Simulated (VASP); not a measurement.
# CO2 (P3_121) in VASP: notebook, part 2 of 2

VASP 6.6.1. The steps go on from the part before.

## (3) Single point, PBE

File INCAR:

```
PREC = Accurate ; ENCUT = 520
EDIFF = 1E-6 ; ISMEAR = 0
SIGMA = 0.02 ; LREAL = F
LASPH = T ; NELM = 80
ALGO = Normal ; ISIF = 2
LWAVE = F ; LCHARG = F
GGA = PE ; NBANDS = 34
```

File KPOINTS:

```
Automatic mesh
0
Gamma
  6 6 6
```

File POSCAR:

```
CO2
1.0
    4.0701847287      0.0000000000      0.0000000000
   -2.0350923643      3.5248833731      0.0000000000
    0.0000000000      0.0000000000      4.6177685214
C O
3 6
Direct
    0.4652880033      0.0000000000      0.3333333333
    0.0000000000      0.4652880033      0.6666666667
    0.5347119967      0.5347119967      0.0000000000
    0.3930496875      0.2842833439      0.2362855441
    0.7157166561      0.1087663436      0.5696188774
    0.8912336564      0.6069503125      0.9029522108
    0.2842833439      0.3930496875      0.7637144559
    0.1087663436      0.7157166561      0.4303811226
    0.6069503125      0.8912336564      0.0970477892
```

Potentials or basis: VASP PAW PBE potentials, release 64 (C, O).

Run with:

```bash
$ cat potpaw_PBE.64/C/POTCAR potpaw_PBE.64/O/POTCAR > POTCAR
$ mpirun -np 1 vasp_std > vasp.out
```

OUTCAR:

```text
PREC = Accurate
   ENCUT = 520
   EDIFF = 1E-6
   ISMEAR = 0
   LREAL = F
   LASPH = T
   NELM = 80
   ISIF = 2
   GGA = PE

 ion  position               nearest neighbor table
   1  0.465  0.000  0.333-   4 1.40   8 1.40   9 1.41   5 1.41
   2  0.000  0.465  0.667-   7 1.40   5 1.40   8 1.41   6 1.41
   3  0.535  0.535  0.000-   9 1.40   6 1.40   4 1.41   7 1.41
   4  0.393  0.284  0.236-   1 1.40   3 1.41
   5  0.716  0.109  0.570-   2 1.40   1 1.41
   6  0.891  0.607  0.903-   3 1.40   2 1.41
   7  0.284  0.393  0.764-   2 1.40   3 1.41
   8  0.109  0.716  0.430-   1 1.40   2 1.41
   9  0.607  0.891  0.097-   3 1.40   1 1.41

  LATTYP: Found a hexagonal cell.
 ALAT       =     4.0701847287
 C/A-ratio  =     1.1345353661

  Lattice vectors:

 A1 = (   4.0701847287,   0.0000000000,   0.0000000000)
 A2 = (  -2.0350923643,   3.5248833731,   0.0000000000)
 A3 = (   0.0000000000,   0.0000000000,   4.6177685214)

Analysis of symmetry for initial positions (statically):
=====================================================================
 Subroutine PRICEL returns:
 Original cell was already a primitive cell.

 Routine SETGRP: Setting up the symmetry group for a
 hexagonal supercell.

 Subroutine GETGRP returns: Found  6 space group operations
 (whereof  2 operations were pure point group operations)
 out of a pool of 24 trial point group operations.

The static configuration has the point symmetry C_2 .
 The point group associated with its full space group is D_3 .

Analysis of symmetry for dynamics (positions and initial velocities):
=====================================================================
 Subroutine PRICEL returns:
 Original cell was already a primitive cell.

 Routine SETGRP: Setting up the symmetry group for a
 hexagonal supercell.
[... 137 lines left out ...]
   IALGO  =     38    algorithm
   IMIX   =      4    mixing-type and parameters
     AMIX     =   0.40;   BMIX     =  1.00
     AMIX_MAG =   1.60;   BMIX_MAG =  1.00
  volume/ion in A,a.u.               =       7.36        49.68
  Fermi-wavevector in a.u.,A,eV,Ry     =   1.470364  2.778585 29.415397  2.161971
  Thomas-Fermi vector in A             =   2.585630
   LORBIT       =      0    0 simple, 1 ext, 2 COOP (PROOUT), +10 PAW based schemes
   GGA     = PE    functional components
   LHFCALC =     F    Hartree Fock is set to
   AEXX    =    0.0000 exact exchange contribution
   IVDW    =     0    specifies the selected vdW correction
   LEPSILON=     F    determine dielectric tensor
   LRPA    =     F    only Hartree local field effects (RPA)
 non-spin polarized calculation
 Gauss-broadening in eV      SIGMA  =   0.02
  energy-cutoff  :      520.00
  volume of cell :       66.25
 maximum number of plane-waves:      1811
   NGX = 15   NGY = 15   NGZ = 17

 number of electron      48.0000008 magnetization

 Free energy of the ion-electron system (eV)
  ---------------------------------------------------
  ext. energy  EPLUGINS =         0.00000000
  ---------------------------------------------------
  free energy    TOTEN  =       -63.66801116 eV

  energy without entropy =      -63.66801116  energy(sigma->0) =      -63.66801116

 E-fermi :   3.5358     XC(G=0): -11.5215

 val. band max:        3.3652615273   @ k =   0.5000  -0.0000   0.5000
 cond. band min:       9.4442971948   @ k =   0.0000   0.0000   0.5000
 fundamental gap:      6.0790356675
 Fermi energy:         3.5358262902

 k-point     1 :       0.0000    0.0000    0.0000
  band No.  band energies     occupation
      1     -20.9649      2.00000
      2     -17.8152      2.00000
      3     -17.8152      2.00000
      4     -15.8058      2.00000
      5     -15.8058      2.00000
      6     -15.4769      2.00000
[... 877 lines left out ...]
     33      16.1803      0.00000
     34      16.8106      0.00000

 [... further k-points ...]
[... 5 lines left out ...]
  --------------------------------------------------------------------------------------
  -------------------------------------------------------------------------------------
  Total        0.4948223      0.4948223      0.5995434      0.0000000      0.0000000     -0.0000000
  in kB       11.9665455     11.9665455     14.4990703      0.0000000      0.0000000     -0.0000000
  external PRESSURE =      12.8107205 kB  Pullay stress =       0.0000000 kB

 VOLUME and BASIS-vectors are now :
 -----------------------------------------------------------------------------
  energy-cutoff  :      520.00
  volume of cell :       66.25
      direct lattice vectors                 reciprocal lattice vectors
     4.070184729  0.000000000  0.000000000     0.245689094  0.141848665  0.000000000
    -2.035092364  3.524883373  0.000000000     0.000000000  0.283697330  0.000000000
     0.000000000  0.000000000  4.617768521     0.000000000  0.000000000  0.216554813

 POSITION                                       TOTAL-FORCE (eV/Angst)
 -----------------------------------------------------------------------------------
      1.89381      0.00000      1.53926        -0.015845      0.000000      0.000000
     -0.94690      1.64009      3.07851         0.007922     -0.013722      0.000000
      1.08819      1.88480      0.00000         0.007922      0.013722      0.000000
      1.02124      1.00207      1.09111        -0.046713      0.018098      0.016925
      2.69175      0.38339      2.63037         0.007684     -0.049503      0.016925
      2.39229      2.13943      4.16962         0.039029      0.031406      0.016925
      0.35719      1.38545      3.52666         0.039029     -0.031406     -0.016925
     -1.01385      2.52282      1.98740        -0.046713     -0.018098     -0.016925
      0.65666      3.14149      0.44814         0.007684      0.049503     -0.016925
 -----------------------------------------------------------------------------------
    total drift:                               -0.000001     -0.000003     -0.000000

  FREE ENERGIE OF THE ION-ELECTRON SYSTEM (eV)
  ---------------------------------------------------
  free  energy   TOTEN  =       -63.6680111572 eV

  energy  without entropy=      -63.6680111572  energy(sigma->0) =      -63.66801116
```

OSZICAR:

```text
N       E                     dE             d eps       ncg     rms          rms(c)
DAV:   1     0.259079221936E+03    0.25908E+03   -0.28077E+04  2312   0.141E+03
DAV:   2    -0.554669424574E+02   -0.31455E+03   -0.30478E+03  2902   0.333E+02
DAV:   3    -0.683813869710E+02   -0.12914E+02   -0.12825E+02  2990   0.665E+01
DAV:   4    -0.685143940727E+02   -0.13301E+00   -0.13278E+00  2880   0.750E+00
DAV:   5    -0.685163869064E+02   -0.19928E-02   -0.19914E-02  2960   0.872E-01    0.163E+01
DAV:   6    -0.636816952673E+02    0.48347E+01   -0.13428E+01  2750   0.233E+01    0.628E+00
DAV:   7    -0.636777526422E+02    0.39426E-02   -0.11295E+00  2976   0.634E+00    0.348E+00
DAV:   8    -0.636712798639E+02    0.64728E-02   -0.10278E-01  2720   0.247E+00    0.647E-01
DAV:   9    -0.636678090603E+02    0.34708E-02   -0.26121E-02  2944   0.106E+00    0.226E-01
DAV:  10    -0.636680230524E+02   -0.21399E-03   -0.29036E-03  2952   0.351E-01    0.771E-02
DAV:  11    -0.636679987589E+02    0.24294E-04   -0.30735E-04  2952   0.113E-01    0.219E-02
DAV:  12    -0.636680103002E+02   -0.11541E-04   -0.27917E-05  2896   0.343E-02    0.599E-03
DAV:  13    -0.636680111572E+02   -0.85698E-06   -0.36294E-06  2752   0.121E-02
   1 F= -.63668011E+02 E0= -.63668011E+02  d E =-.406258E-35
```

stdout:

```text
POSCAR found type information on POSCAR C O
 POSCAR found :  2 types and       9 ions
 scaLAPACK will be used
 LDA part: xc-table for (Slater+PW92), standard interpolation
 POSCAR, INCAR and KPOINTS ok, starting setup
 FFT: planning ... GRIDC
 FFT: planning ... GRID_SOFT
 FFT: planning ... GRID
 WAVECAR not read
 entering main loop
```

It took 86 s on 1 thread of AMD EPYC 7R13, shared host; peak memory 0.17 GiB.

What came out:

```yaml
Free_energy: -63.6680 eV
Pressure: 1.3 GPa
Largest_force: 0.053 eV/Å
Band_gap_on_the_k_mesh: 6.08 eV, indirect (least direct gap 6.23 eV)
```

Forces on the atoms (eV/Å):
```
C   -0.016  0.000  0.000
C    0.008 -0.014  0.000
C    0.008  0.014  0.000
O   -0.047  0.018  0.017
O    0.008 -0.050  0.017
O    0.039  0.031  0.017
O    0.039 -0.031 -0.017
O   -0.047 -0.018 -0.017
O    0.008  0.050 -0.017
```

A k mesh can miss the band edges.

## (4) Single point, PBE

This run uses another cell than the first one, of 13.48 Å³/atom, 1.831 times its volume.

File INCAR:

```
PREC = Accurate
ENCUT = 520
EDIFF = 1E-7
ISMEAR = 0
SIGMA = 0.1
LREAL = False
LASPH = True
NELM = 80
ALGO = Normal
ISIF = 2
LWAVE = False
LCHARG = False
GGA = PE
NBANDS = 34
```

File KPOINTS:

```
Automatic mesh
0
Gamma
  6 6 4
```

File POSCAR:

```
CO2
1.0
    5.0310955529      0.0000000000      0.0000000000
   -2.5155477764      4.3570565576      0.0000000000
    0.0000000000      0.0000000000      5.5349233044
C O
3 6
Direct
    0.4650000000      0.0000000000      0.3333333333
    0.0000000000      0.4650000000      0.6666666667
    0.5350000000      0.5350000000      0.0000000000
    0.4150000000      0.2720000000      0.2130000000
    0.7280000000      0.1430000000      0.5463333333
    0.8570000000      0.5850000000      0.8796666667
    0.2720000000      0.4150000000      0.7870000000
    0.1430000000      0.7280000000      0.4536666667
    0.5850000000      0.8570000000      0.1203333333
```

Run with:

```bash
$ cat potpaw_PBE.64/C/POTCAR potpaw_PBE.64/O/POTCAR > POTCAR
$ mpirun -np 1 vasp_std > vasp.out
```

Wall time 2.5 min (1 thread of AMD EPYC 7R13, shared host); peak memory 0.23 GiB.

Results (log left out):

```yaml
Free_energy: -52.7701 eV
Pressure: -38.6 GPa
Largest_force: 1.123 eV/Å
Band_gap_on_the_k_mesh: 1.04 eV, indirect (least direct gap 1.20 eV)
```

Forces in eV/Å, atoms in the order of the input:
```
C    1.123  0.000  0.000
C   -0.562  0.973  0.000
C   -0.562 -0.973  0.000
O    0.610 -0.538  0.198
O    0.161  0.797  0.198
O   -0.771 -0.259  0.198
O   -0.771  0.259 -0.198
O    0.610  0.538 -0.198
O    0.161 -0.797 -0.198
```

Stress tensor (GPa, compression positive):
```
-39.41   0.00   0.00
  0.00 -39.41   0.00
  0.00   0.00 -36.94
```

Levels at points of the mesh, in eV from the valence-band top:
```
           k point  band 20  band 21  band 22  band 23  band 24  band 25  band 26  band 27  band 28  band 29
(0.00, 0.00, 0.00)    -0.81    -0.81    -0.75    -0.16    -0.16     1.04     3.59     3.59     3.76     3.76
(0.50, 0.00, 0.00)    -0.72    -0.68    -0.46    -0.22    -0.09     1.84     2.40     3.30     4.85     5.17
(0.00, 0.00, 0.50)    -1.20    -1.01    -0.43    -0.43    -0.11     2.16     2.16     4.09     4.44     4.49
(0.50, 0.00, 0.50)    -0.93    -0.89    -0.64    -0.36    -0.07     1.55     2.18     4.00     4.64     4.79
```

Caveat: forces of over 1 eV/Å act on the atoms, so gaps and moduli don't describe the material at rest.

## (5) Relaxation of cell and atoms, PBE

File INCAR:

```
SYSTEM = CO2
  PREC = Accurate
  ENCUT = 600
  EDIFF = 1E-6
  ISMEAR = 0
  SIGMA = 0.02
  LREAL = .False.
  LASPH = .True.
  NELM = 100
  ALGO = Normal
  ISIF = 3
  LWAVE = .False.
  LCHARG = .False.
  GGA = PE
  IBRION = 2
  NSW = 100
  EDIFFG = -0.01
```

File KPOINTS:

```
regular mesh
0
Gamma
  6 6 6
  0 0 0
```

File POSCAR:

```
CO2
1.0
    4.0701847287      0.0000000000      0.0000000000
   -2.0350923643      3.5248833731      0.0000000000
    0.0000000000      0.0000000000      4.6177685214
C O
3 6
Direct
    0.4652880033      0.0000000000      0.3333333333
    0.0000000000      0.4652880033      0.6666666667
    0.5347119967      0.5347119967      0.0000000000
    0.3930496875      0.2842833439      0.2362855441
    0.7157166561      0.1087663436      0.5696188774
    0.8912336564      0.6069503125      0.9029522108
    0.2842833439      0.3930496875      0.7637144559
    0.1087663436      0.7157166561      0.4303811226
    0.6069503125      0.8912336564      0.0970477892
```

Run with:

```bash
$ cat potpaw_PBE.64/C/POTCAR potpaw_PBE.64/O/POTCAR > POTCAR
$ mpirun -np 1 vasp_std > vasp.out
```

Run time: 4.7 min. Hardware: 1 thread of AMD EPYC 7R13, shared host; peak memory 0.21 GiB.

Results (log left out):

| Quantity | Value |
| --- | --- |
| Free energy | -63.7015 eV |
| Relaxed volume | 7.38 Å³/atom |
| Relaxed cell | a = 4.072 Å, b = 4.072 Å, c = 4.623 Å, α = 90.00°, β = 90.00°, γ = 120.00° |
| Space group after relaxing (to 0.05 Å) | P3_121 (No. 152) |
| Energy gained by relaxing | 0.1 meV/atom |
| Ionic steps | 4 |
| Pressure after relaxing | -0.1 GPa |
| Largest force after relaxing | 0.008 eV/Å |
| Band gap on the k mesh | 6.08 eV, indirect (least direct gap 6.23 eV) |

Forces on the atoms (eV/Å):
```
C   -0.008  0.000  0.000
C    0.004 -0.007  0.000
C    0.004  0.007  0.000
O   -0.005  0.005  0.003
O   -0.002 -0.007  0.003
O    0.007  0.002  0.003
O    0.007 -0.002 -0.003
O   -0.005 -0.005 -0.003
O   -0.002  0.007 -0.003
```

Stress tensor (GPa, compression positive):
```
-0.13  0.00  0.00
 0.00 -0.13  0.00
 0.00  0.00  0.01
```

The path:
| step | energy change (eV) | largest force (eV/Å) | pressure (GPa) | volume (Å³) |
| --- | --- | --- | --- | --- |
| 1 | 0.0000 | 0.0503 | 0.68 | 66.25 |
| 2 | 0.0001 | 0.0432 | -0.95 | 66.55 |
| 3 | -0.0005 | 0.0208 | -0.09 | 66.40 |
| 4 | -0.0006 | 0.0084 | -0.08 | 66.38 |

Final structure:
```cif
data_structure
_symmetry_space_group_name_H-M 'P 1'
_symmetry_Int_Tables_number 1
_cell_length_a 4.0719
_cell_length_b 4.0719
_cell_length_c 4.6228
_cell_angle_alpha 90.000
_cell_angle_beta 90.000
_cell_angle_gamma 120.000
_cell_volume 66.38
loop_
_atom_site_label
_atom_site_type_symbol
_atom_site_fract_x
_atom_site_fract_y
_atom_site_fract_z
_atom_site_occupancy
C1 C 0.46497 0.00000 0.33333 1
C2 C 0.00000 0.46497 0.66667 1
C3 C 0.53503 0.53503 0.00000 1
O1 O 0.39284 0.28452 0.23637 1
O2 O 0.71548 0.10831 0.56970 1
O3 O 0.89169 0.60716 0.90303 1
O4 O 0.28452 0.39284 0.76363 1
O5 O 0.10831 0.71548 0.43030 1
O6 O 0.60716 0.89169 0.09697 1
```

Levels at points of the mesh, in eV from the valence-band top:
| k point | band 22 | band 23 | band 24 | band 25 | band 26 | band 27 |
| --- | --- | --- | --- | --- | --- | --- |
| (0.00, 0.00, 0.00) | -0.95 | -0.37 | -0.37 | 6.92 | 6.92 | 8.08 |
| (0.50, 0.00, 0.00) | -0.59 | -0.53 | -0.14 | 7.39 | 7.40 | 8.11 |
| (0.00, 0.00, 0.50) | -1.11 | -1.11 | -0.15 | 6.08 | 7.86 | 7.86 |
| (0.50, 0.00, 0.50) | -1.46 | -0.80 | 0.00 | 7.24 | 7.60 | 7.79 |

A k mesh can miss the band edges. As with any semilocal functional, this PBE gap is likely too small.

## (6) Overview

| task | cell | k mesh | cutoff (eV) | smearing | gap on the mesh (eV) | pressure (GPa) | largest force (eV/Å) |
| --- | --- | --- | --- | --- | --- | --- | --- |
| single point | a = 4.070, b = 4.070, c = 4.618 Å, angles 90.0, 90.0, 120.0°, 9 atoms | 6 × 6 × 4 | 520 | gaussian 0.1 eV | 6.08 | 1.3 | 0.05 |
| single point | a = 4.070, b = 4.070, c = 4.618 Å, angles 90.0, 90.0, 120.0°, 9 atoms | 6 × 6 × 6 | 520 | gaussian 0.02 eV | 6.08 | 1.3 | 0.05 |
| single point | a = 5.031, b = 5.031, c = 5.535 Å, angles 90.0, 90.0, 120.0°, 9 atoms | 6 × 6 × 4 | 520 | gaussian 0.1 eV | 1.04 | -38.6 | 1.12 |
| relaxation of cell and atoms | relaxed from a = 4.070, b = 4.070, c = 4.618 Å, angles 90.0, 90.0, 120.0°, 9 atoms | 6 × 6 × 6 | 600 | gaussian 0.02 eV | 6.08 | -0.1 | 0.01 |

Alike in all rows: level PBE; potentials or basis VASP PAW PBE potentials, release 64 (C, O); no spin polarisation.

Caveats: forces of over 1 eV/Å act on the atoms, so gaps and moduli don't describe the material at rest (some runs).

Total energies depend on the potentials used, so only differences within one code and one set of settings carry meaning.
